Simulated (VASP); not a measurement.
Set up this calculation in VASP 6.6.1, as the native input.

* Task: relaxation of shape and atoms at fixed volume
* Functional: PBE
* Potentials or basis: VASP PAW PBE potentials, release 64 (Zn, S)
* Cutoff: 600 eV
* k mesh: 12 × 12 × 6
* Occupations: gaussian, width 0.02 eV
* Spin: no spin polarisation
* Dipole correction: no
* Further INCAR settings: ALGO = Normal; EDIFF = 1e-07; IBRION = 2; EDIFFG = -0.01; NSW = 50; ISIF = 4

The structure of ZnS lies in POSCAR:

```
ZnS
1.0
    3.9211609682      0.0000000000      0.0000000000
   -1.9605804841      3.3958250108      0.0000000000
    0.0000000000      0.0000000000      6.4278909866
Zn S
2 2
Direct
    0.3333333333      0.6666666667      0.0052037217
    0.6666666667      0.3333333333      0.5052037217
    0.3333333333      0.6666666667      0.3797962683
    0.6666666667      0.3333333333      0.8797962683
```

This cell differs from its parent crystal: volume scaled by 1.06.

One way to write it, as run:

INCAR

```
SYSTEM = ZnS
PREC = Accurate ; ENCUT = 600
EDIFF = 1E-7 ; ISMEAR = 0
SIGMA = 0.02 ; LREAL = .False.
LASPH = .True. ; NELM = 100
ALGO = Normal ; ISIF = 4
LWAVE = .False. ; LCHARG = .False.
GGA = PE ; IBRION = 2
NSW = 50 ; EDIFFG = -0.01
```

KPOINTS

```
regular mesh
0
Gamma
  12 12 6
  0 0 0
```

Potentials or basis: VASP PAW PBE potentials, release 64 (Zn, S).

Launch:

```sh
$ cat potpaw_PBE.64/Zn/POTCAR potpaw_PBE.64/S/POTCAR > POTCAR
$ mpirun -np 1 vasp_std > vasp.out
```

Results of the run:

```yaml
Pressure_after_relaxing: -3.4 GPa
Largest_force_after_relaxing: 0.010 eV/Å
Band_gap_on_the_k_mesh: 1.83 eV, direct
```

Caveat: the relaxation stopped at its first step, so nothing moved.

It took 80 s on 1 thread of Intel(R) Xeon(R) 6975P-C (Granite Rapids), with other jobs on the host, peak memory 0.31 GiB.
